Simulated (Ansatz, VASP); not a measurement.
**Nb: VASP beside Ansatz**

```
CELL_PARAMETERS angstrom
2.69580 0.00000 0.00000
0.00000 2.69580 0.00000
0.00000 0.00000 2.69580
ATOMIC_POSITIONS crystal
Nb 0.00000 0.00000 0.00000
```

Alike in both runs: task single point; functional revPBE; k mesh 13 × 13 × 13; occupations fermi-dirac, width 0.1 eV; no spin polarisation.

|  | VASP | Ansatz |
| --- | --- | --- |
| version | VASP 6.6.1 | Ansatz 0.2.0 |
| potentials or method | VASP PAW PBE potentials, release 64 (Nb_sv), cutoff 520 eV | plane waves (420 eV) with PAW, scalar-relativistic |
| valence electrons in the cell | 13 | 13 |

Ansatz gave:

```
pressure (GPa) : 5.2
```

Q: Estimate VASP's values.

A: Pressure (GPa): 4.9.

VASP's potentials were made for PBE, not for revPBE. With one functional, cell and mesh, what is left measures potentials, basis and numerics.
